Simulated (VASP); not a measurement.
Crystal: Pt.

```
CELL_PARAMETERS angstrom
0.00000 2.56615 2.56615
2.56615 0.00000 2.56615
2.56615 2.56615 0.00000
ATOMIC_POSITIONS crystal
Pt 0.87500 0.87500 0.87500
Pt 0.12500 0.12500 0.12500
```

This cell differs from its parent crystal: volume scaled by 0.75.

Base run:

* Program: VASP 6.6.1
* Functional: LDA
* Potentials or basis: VASP PAW LDA potentials, release 64 (Pt)
* Cutoff: 520 eV
* k mesh: 12 × 12 × 12
* Occupations: fermi-dirac, width 0.1 eV
* Spin: no spin polarisation

Its results: band gap on the k mesh zero (band 10 reaches 10.70 eV, above the bottom of band 11 at 9.67 eV); pressure 85.5 GPa.

Question: The run is repeated on the same cell with these changes: occupations from fermi-dirac, width 0.1 eV to tetrahedron. What comes out?

Answer: Band gap on the k mesh zero (band 10 reaches 10.69 eV, above the bottom of band 11 at 9.66 eV); pressure 84.9 GPa.

Caveats: spin-orbit coupling is left out, which moves the levels of the heavy elements; tetrahedron occupations give inexact forces and stress in metals (some runs).
